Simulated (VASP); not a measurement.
# CO2 (Cmce) in VASP: notebook

Aim: see how the results for CO2 move with the level of theory and the settings. Levels: PBE, r2SCAN. Tasks: single point.

Program: VASP 6.6.1. These are calculated values, not measurements. Logs are shortened: lines on timing, memory, paths and dates and some standing lists are left out, and cuts for length are marked.

## (1) The cell of the first run

The structure is orthorhombic, space group Cmce (No. 64). The conventional cell has a = 5.272 Å, b = 4.775 Å, c = 6.587 Å, α = 90.00°, β = 90.00°, γ = 90.00°. Within 1.6 Å of C (site symmetry 2/m) lie 2 O at 1.17 Å. O (site symmetry m) has 1 C at 1.17 Å within 1.6 Å.

## (2) Single point, PBE

Contents of INCAR:

```
ALGO = Normal
EDIFF = 1E-7
ENCUT = 520
GGA = PE
ISIF = 2
ISMEAR = -1
LASPH = T
LCHARG = F
LREAL = F
LWAVE = F
NBANDS = 25
NELM = 60
PREC = Accurate
SIGMA = 0.01
```

Contents of KPOINTS:

```
k-points
0
Gamma
  9 9 5
```

Contents of POSCAR:

```
CO2
1.0
    2.6359112300     -2.3873781200      0.0000000000
    2.6359112300      2.3873781200      0.0000000000
    0.0000000000      0.0000000000      6.5871749100
C O
2 4
Direct
    0.0000000000      0.0000000000      0.0000000000
    0.5000000000      0.5000000000      0.5000000000
    0.8053605933      0.1946394067      0.8926152722
    0.1946394067      0.8053605933      0.1073847278
    0.6946394067      0.3053605933      0.3926152722
    0.3053605933      0.6946394067      0.6073847278
```

Potentials or basis: VASP PAW PBE potentials, release 64 (C, O).

The run is started by

```
> cat potpaw_PBE.64/C/POTCAR potpaw_PBE.64/O/POTCAR > POTCAR
> mpirun -np 1 vasp_std > vasp.out
```

OUTCAR:

```text
EDIFF = 1E-7
   ENCUT = 520
   GGA = PE
   ISIF = 2
   ISMEAR = -1
   LASPH = T
   LREAL = F
   NELM = 60
   PREC = Accurate

 ion  position               nearest neighbor table
   1  0.000  0.000  0.000-   3 1.17   4 1.17
   2  0.500  0.500  0.500-   5 1.17   6 1.17
   3  0.805  0.195  0.893-   1 1.17
   4  0.195  0.805  0.107-   1 1.17
   5  0.695  0.305  0.393-   2 1.17
   6  0.305  0.695  0.607-   2 1.17

  LATTYP: Found a base centered orthorhombic cell.
 ALAT       =     4.7747562400
 B/A-ratio  =     1.1041029521
 C/A-ratio  =     1.3795834968

  Lattice vectors:

 A1 = (  -2.6359112300,  -2.3873781200,   0.0000000000)
 A2 = (   2.6359112300,  -2.3873781200,   0.0000000000)
 A3 = (   0.0000000000,   0.0000000000,   6.5871749100)

Analysis of symmetry for initial positions (statically):
=====================================================================
 Subroutine PRICEL returns:
 Original cell was already a primitive cell.

 Routine SETGRP: Setting up the symmetry group for a
 base centered orthorhombic supercell.

 Subroutine GETGRP returns: Found  8 space group operations
 (whereof  4 operations were pure point group operations)
 out of a pool of  8 trial point group operations.

The static configuration has the point symmetry C_2h.
 The point group associated with its full space group is D_2h.

Analysis of symmetry for dynamics (positions and initial velocities):
=====================================================================
 Subroutine PRICEL returns:
 Original cell was already a primitive cell.

 Routine SETGRP: Setting up the symmetry group for a
 base centered orthorhombic supercell.

 Subroutine GETGRP returns: Found  8 space group operations
 (whereof  4 operations were pure point group operations)
 out of a pool of  8 trial point group operations.

The dynamic configuration has the point symmetry C_2h.
 The point group associated with its full space group is D_2h.

 Subroutine INISYM returns: Found  8 space group operations
 (whereof  4 operations are pure point group operations),
 and found     1 'primitive' translations

----------------------------------------------------------------------------------------

                                     Primitive cell

  volume of cell :      82.9051

  direct lattice vectors                    reciprocal lattice vectors
     2.635911230 -2.387378120  0.000000000     0.189687723 -0.209434775  0.000000000
     2.635911230  2.387378120  0.000000000     0.189687723  0.209434775  0.000000000
     0.000000000  0.000000000  6.587174910     0.000000000  0.000000000  0.151810148

  length of vectors
     3.556346763  3.556346763  6.587174910     0.282567439  0.282567439  0.151810148

  position of ions in fractional coordinates (direct lattice)
     0.000000000  0.000000000  0.000000000
     0.500000000  0.500000000  0.500000000
     0.805360593  0.194639407  0.892615272
     0.194639407  0.805360593  0.107384728
     0.694639407  0.305360593  0.392615272
     0.305360593  0.694639407  0.607384728

  ion indices of the primitive-cell ions
   primitive index   ion index
                 1           1
                 2           2
                 3           3
                 4           4
                 5           5
                 6           6

----------------------------------------------------------------------------------------

 KPOINTS: k-points

Automatic generation of k-mesh.
 Grid dimensions read from file:
 generate k-points for:    9    9    5

 Generating k-lattice:

  Cartesian coordinates                     Fractional coordinates (reciprocal lattice)
     0.021076414 -0.023270531  0.000000000     0.111111111  0.000000000  0.000000000
     0.021076414  0.023270531  0.000000000     0.000000000  0.111111111  0.000000000
     0.000000000  0.000000000  0.030362030     0.000000000  0.000000000  0.200000000

  Length of vectors
     0.031396382  0.031396382  0.030362030

  Shift w.r.t. Gamma in fractional coordinates (k-lattice)
     0.000000000  0.000000000  0.000000000

 Subroutine IBZKPT returns following result:
 ===========================================

 Found     75 irreducible k-points:

 Following reciprocal coordinates:
            Coordinates               Weight
  0.000000  0.000000  0.000000      1.000000
  0.111111  0.000000  0.000000      4.000000
  0.222222 -0.000000  0.000000      4.000000
  0.333333  0.000000  0.000000      4.000000
  0.444444 -0.000000  0.000000      4.000000
  0.111111  0.111111  0.000000      2.000000
[... 16 lines left out ...]
 -0.333333  0.333333  0.000000      2.000000
  0.444444  0.444444  0.000000      2.000000
 [... further k-points ...]
   k-points           NKPTS =     75   k-points in BZ     NKDIM =     75   number of bands    NBANDS=     25
   number of dos      NEDOS =    301   number of ions     NIONS =      6
   total plane-waves  NPLWV =  39200
   dimension x,y,z NGX =    28 NGY =   28 NGZ =   50
   dimension x,y,z NGXF=    56 NGYF=   56 NGZF=  100
   ions per type =               2   4
   NGX,Y,Z   is equivalent  to a cutoff of  13.09, 13.09, 12.62 a.u.
   NGXF,Y,Z  is equivalent  to a cutoff of  26.18, 26.18, 25.24 a.u.
 SYSTEM =  unknown system
   PREC   = accura    normal or accurate (medium, high low for compatibility)
   ISTART =      0    job   : 0-new  1-cont  2-samecut
   ICHARG =      2    charge: 1-file 2-atom 10-const
   ISPIN  =      1    spin polarized calculation?
   LNONCOLLINEAR =      F non collinear calculations
   LSORBIT =      F    spin-orbit coupling
   LASPH  =      T    aspherical Exc in radial PAW
   ENCUT  =  520.0 eV  38.22 Ry    6.18 a.u.   6.61  6.61 12.25*2*pi/ulx,y,z
   NELM   =     60;   NELMIN=  2; NELMDL= -5     # of ELM steps
   EDIFF  = 0.1E-06   stopping-criterion for ELM
   LREAL  =      F    real-space projection
   EDIFFG = 0.1E-05   stopping-criterion for IOM
   NSW    =      0    number of steps for IOM
   IBRION =     -1    ionic relax: 0-MD 1-quasi-New 2-CG
   NFREE  =      0    steps in history (QN), initial steepest desc. (CG)
   ISIF   =      2    stress and relaxation
   ISYM   =      2    0-nonsym 1-usesym 2-fastsym
   POTIM  = 0.5000    time-step for ionic-motion
   TEBEG  =    0.0;   TEEND  =   0.0 temperature during run
   PSTRESS=    0.0 pullay stress
   NELECT =      32.0000    total number of electrons
   NUPDOWN=      -1.0000    fix difference up-down
   EMIN   =  10.00;   EMAX   =-10.00  energy-range for DOS
   EFERMI =   0.00;   METHOD = LEGACY
   ISMEAR =    -1;   SIGMA  =   0.01  broadening in eV -4-tet -1-fermi 0-gaus
   EFERMI_NEDOS =   21; number of points for ismear=-14 and -15
   IALGO  =     38    algorithm
   IMIX   =      4    mixing-type and parameters
     AMIX     =   0.40;   BMIX     =  1.00
     AMIX_MAG =   1.60;   BMIX_MAG =  1.00
  volume/ion in A,a.u.               =      13.82        93.25
  Fermi-wavevector in a.u.,A,eV,Ry     =   1.191968  2.252492 19.330976  1.420787
  Thomas-Fermi vector in A             =   2.328017
   LORBIT       =      0    0 simple, 1 ext, 2 COOP (PROOUT), +10 PAW based schemes
   GGA     = PE    functional components
[... 5 lines left out ...]
 non-spin polarized calculation
  energy-cutoff  :      520.00
  volume of cell :       82.91
 maximum number of plane-waves:      2260
   NGX = 13   NGY = 13   NGZ = 25

 number of electron      32.0000013 magnetization

 Free energy of the ion-electron system (eV)
  ---------------------------------------------------
  ext. energy  EPLUGINS =         0.00000000
  ---------------------------------------------------
  free energy    TOTEN  =       -45.95628913 eV

  energy without entropy =      -45.95628913  energy(sigma->0) =      -45.95628913

 E-fermi :  -2.8620     XC(G=0):  -8.1796

 val. band max:       -3.0838955781   @ k =  -0.4444   0.4444   0.0000
 cond. band min:       3.5311730836   @ k =   0.0000   0.0000   0.0000
 fundamental gap:      6.6150686617
 Fermi energy:        -2.8620184168

 k-point     1 :       0.0000    0.0000    0.0000
  band No.  band energies     occupation
      1     -23.9424      2.00000
      2     -23.7756      2.00000
      3     -22.7357      2.00000
      4     -22.6567      2.00000
      5      -8.3419      2.00000
      6      -8.2776      2.00000
[... 17 lines left out ...]
     24      12.8923      0.00000
     25      13.1367      0.00000

 k-point     2 :       0.1111    0.0000    0.0000
  band No.  band energies     occupation
      1     -23.9247      2.00000
      2     -23.7667      2.00000
      3     -22.7389      2.00000
      4     -22.6658      2.00000
      5      -8.4369      2.00000
      6      -8.2875      2.00000
[... 17 lines left out ...]
     24      12.4701      0.00000
     25      13.0024      0.00000

 k-point     3 :       0.2222   -0.0000    0.0000
  band No.  band energies     occupation
      1     -23.8771      2.00000
      2     -23.7453      2.00000
      3     -22.7475      2.00000
      4     -22.6904      2.00000
      5      -8.5566      2.00000
      6      -8.3182      2.00000
[... 17 lines left out ...]
     24      11.6744      0.00000
     25      12.6052      0.00000

 k-point     4 :       0.3333    0.0000    0.0000
  band No.  band energies     occupation
      1     -23.8143      2.00000
      2     -23.7259      2.00000
      3     -22.7572      2.00000
      4     -22.7223      2.00000
      5      -8.6179      2.00000
      6      -8.3822      2.00000
[... 17 lines left out ...]
     24      10.9173      0.00000
     25      11.9408      0.00000
[... 477 lines left out ...]
 k-point    22 :      -0.4444    0.3333    0.0000
  band No.  band energies     occupation
      1     -23.6968      2.00000
      2     -23.6453      2.00000
      3     -22.7787      2.00000
      4     -22.7703      2.00000
      5      -8.7131      2.00000
      6      -8.4440      2.00000
[... 17 lines left out ...]
     24      10.6612      0.00000
     25      10.8728      0.00000

 k-point    23 :      -0.3333    0.3333    0.0000
  band No.  band energies     occupation
      1     -23.6979      2.00000
      2     -23.6860      2.00000
      3     -22.7774      2.00000
      4     -22.7602      2.00000
      5      -8.7028      2.00000
      6      -8.4085      2.00000
[... 17 lines left out ...]
     24      10.6136      0.00000
     25      10.6403      0.00000

 k-point    24 :       0.4444    0.4444    0.0000
  band No.  band energies     occupation
      1     -23.6939      2.00000
      2     -23.6097      2.00000
      3     -22.7799      2.00000
      4     -22.7766      2.00000
      5      -8.7543      2.00000
      6      -8.4302      2.00000
[... 17 lines left out ...]
     24      10.9577      0.00000
     25      11.0621      0.00000

 [... further k-points ...]

------------------------ aborting loop because EDIFF is reached ----------------------------------------

  FORCE on cell =-STRESS in cart. coord.  units (eV):
  Direction    XX          YY          ZZ          XY          YZ          ZX
  --------------------------------------------------------------------------------------
  -------------------------------------------------------------------------------------
  Total        1.0995284      2.9182056      2.0256793      0.0000000      0.0000000      0.0000000
  in kB       21.2488715     56.3956084     39.1471449      0.0000000      0.0000000      0.0000000
  external PRESSURE =      38.9305416 kB  Pullay stress =       0.0000000 kB

 VOLUME and BASIS-vectors are now :
 -----------------------------------------------------------------------------
  energy-cutoff  :      520.00
  volume of cell :       82.91
      direct lattice vectors                 reciprocal lattice vectors
     2.635911230 -2.387378120  0.000000000     0.189687723 -0.209434775  0.000000000
     2.635911230  2.387378120  0.000000000     0.189687723  0.209434775  0.000000000
     0.000000000  0.000000000  6.587174910     0.000000000  0.000000000  0.151810148

 POSITION                                       TOTAL-FORCE (eV/Angst)
 -----------------------------------------------------------------------------------
      0.00000      0.00000      0.00000         0.000000     -0.000000     -0.000000
      2.63591      0.00000      3.29359         0.000000     -0.000000     -0.000000
      2.63591     -1.45802      5.87981         0.000000      0.517047     -0.393907
      2.63591      1.45802      0.70736         0.000000     -0.517047      0.393907
      2.63591     -0.92936      2.58623         0.000000     -0.517047     -0.393907
      2.63591      0.92936      4.00095         0.000000      0.517047      0.393907
 -----------------------------------------------------------------------------------
    total drift:                                0.000000     -0.000000      0.000000

  FREE ENERGIE OF THE ION-ELECTRON SYSTEM (eV)
  ---------------------------------------------------
  free  energy   TOTEN  =       -45.9562891320 eV

  energy  without entropy=      -45.9562891320  energy(sigma->0) =      -45.95628913
```

It took 55 s on 1 thread of Intel Xeon 6975P-C (Granite Rapids), shared host; peak memory 0.25 GiB.

Results:

| Item | Value |
| --- | --- |
| Free energy | -45.9563 eV |
| Pressure | 3.9 GPa |
| Largest force | 0.650 eV/Å |
| Band gap on the k mesh | 6.62 eV (least direct gap 7.16 eV) |

Forces in eV/Å, atoms in the order of the input:
```
C    0.000  0.000  0.000
C    0.000  0.000  0.000
O    0.000  0.517 -0.394
O    0.000 -0.517  0.394
O    0.000 -0.517 -0.394
O    0.000  0.517  0.394
```

Levels at points of the mesh, in eV from the valence-band top:
```csv
k point,band 12,band 13,band 14,band 15,band 16,band 17,band 18,band 19,band 20,band 21
"(0.00, 0.00, 0.00)",-3.44,-0.95,-0.90,-0.60,-0.55,6.62,7.12,7.68,7.78,8.69
```

Caveat: the cell stands under pressure; this functional lacks dispersion, which holds the molecules together, so the pressure and a relaxed volume are unreliable; an odd mesh through Γ misses points on the zone boundary, where band edges can lie.

(Continued in part 2 of 2.)
